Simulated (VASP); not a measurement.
A run of VASP 6.6.1 is set up as follows.

Contents of INCAR:

```
SYSTEM = GaB
PREC     = Accurate       ! precision mode
ENCUT    = 520            ! plane-wave cutoff, eV
EDIFF    = 1E-7           ! SCF threshold, eV
ISMEAR   = -1             ! smearing method
SIGMA    = 0.05           ! smearing width, eV
LREAL    = .FALSE.        ! projectors in reciprocal space
LASPH    = .TRUE.         ! aspherical terms in the spheres
NELM     = 100            ! most SCF steps
ALGO     = Normal         ! electronic algorithm
ISIF     = 2              ! what is computed and relaxed
LWAVE    = .FALSE.        ! write WAVECAR
LCHARG   = .FALSE.        ! write CHGCAR
GGA      = PE             ! functional
NBANDS   = 15             ! bands
```

KPOINTS

```
regular mesh
0
G
  10 10 8
  0 0 0
```

File POSCAR:

```
GaB
1.0
    2.7182400000      0.0000000000      0.0000000000
    0.0000000000      2.7182400000      0.0000000000
    0.0000000000      0.0000000000      3.2362100000
Ga B
1 1
Direct
    0.5000000000      0.5000000000      0.5000000000
    0.0000000000      0.0000000000      0.0000000000
```

Potentials or basis: VASP PAW PBE potentials, release 64 (Ga_d, B).

Command:

```console
$ cat potpaw_PBE.64/Ga_d/POTCAR potpaw_PBE.64/B/POTCAR > POTCAR
$ mpirun -np 1 vasp_std > vasp.out
```

Q: What does it give for the pressure?

A: 0.1 GPa.

Q: What does it give for the band gap on the k mesh?

A: Zero (band 8 reaches 11.22 eV, above the bottom of band 9 at 2.67 eV).

Stress tensor (GPa, compression positive):
```
 0.37  0.00  0.00
 0.00  0.37  0.00
 0.00  0.00 -0.47
```
